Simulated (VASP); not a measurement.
Wanted: the native input for a VASP 6.6.1 run.

```
Task                   : relaxation of volume and atoms at fixed shape
Functional             : PBEsol
Potentials or basis    : VASP PAW PBE potentials, release 64 (Tc_pv)
Cutoff                 : 600 eV
k mesh                 : 6 × 6 × 6
Occupations            : fermi-dirac, width 0.05 eV
Spin                   : no spin polarisation
Dipole correction      : no
Further INCAR settings : ALGO = Normal; EDIFF = 1e-06; IBRION = 2; EDIFFG = -0.02; NSW = 80; ISIF = 8
```

The structure of Tc lies in POSCAR:

```
Tc
1.0
    3.8500000000      0.0000000000      0.0000000000
    0.0000000000      3.8500000000      0.0000000000
    0.0000000000      0.0000000000      3.8500000000
Tc
4
Direct
    0.0000000000      0.0000000000      0.0000000000
    0.0000000000      0.5000000000      0.5000000000
    0.5000000000      0.0000000000      0.5000000000
    0.5000000000      0.5000000000      0.0000000000
```

The input as run:

INCAR

```
PREC     = Accurate       # precision mode
ENCUT    = 600            # plane-wave cutoff, eV
EDIFF    = 1E-6           # SCF threshold, eV
ISMEAR   = -1             # smearing method
SIGMA    = 0.05           # smearing width, eV
LREAL    = F              # projectors in reciprocal space
LASPH    = T              # aspherical terms in the spheres
NELM     = 100            # most SCF steps
ALGO     = Normal         # electronic algorithm
ISIF     = 8              # what is computed and relaxed
LWAVE    = F              # write WAVECAR
LCHARG   = F              # write CHGCAR
GGA      = PS             # functional
IBRION   = 2              # ionic algorithm
NSW      = 80             # ionic steps
EDIFFG   = -0.02          # ionic threshold
```

KPOINTS

```
regular mesh
0
Gamma
  6 6 6
```

Potentials or basis: VASP PAW PBE potentials, release 64 (Tc_pv).

The run is started by

```console
$ cat potpaw_PBE.64/Tc_pv/POTCAR > POTCAR
$ mpirun -np 1 vasp_std > vasp.out
```

It gave:

The relaxed volume is 14.04 Å³/atom, the relaxed cell is a = 3.829 Å, b = 3.829 Å, c = 3.829 Å, α = 90.00°, β = 90.00°, γ = 90.00° and the space group after relaxing (to 0.05 Å) is Fm-3m (No. 225). The energy gained by relaxing is 3.8 meV/atom. The ionic steps are 3. The pressure after relaxing is -0.1 GPa. The band gap on the k mesh is zero (band 26 reaches 15.97 eV, above the bottom of band 27 at 11.90 eV).

Caveat: the PAW data sets were made with another functional, which shifts forces and pressure a little.

Wall time 90 s on 1 thread of Intel Xeon 6975P-C, on a shared host, peak memory 0.2 GiB.
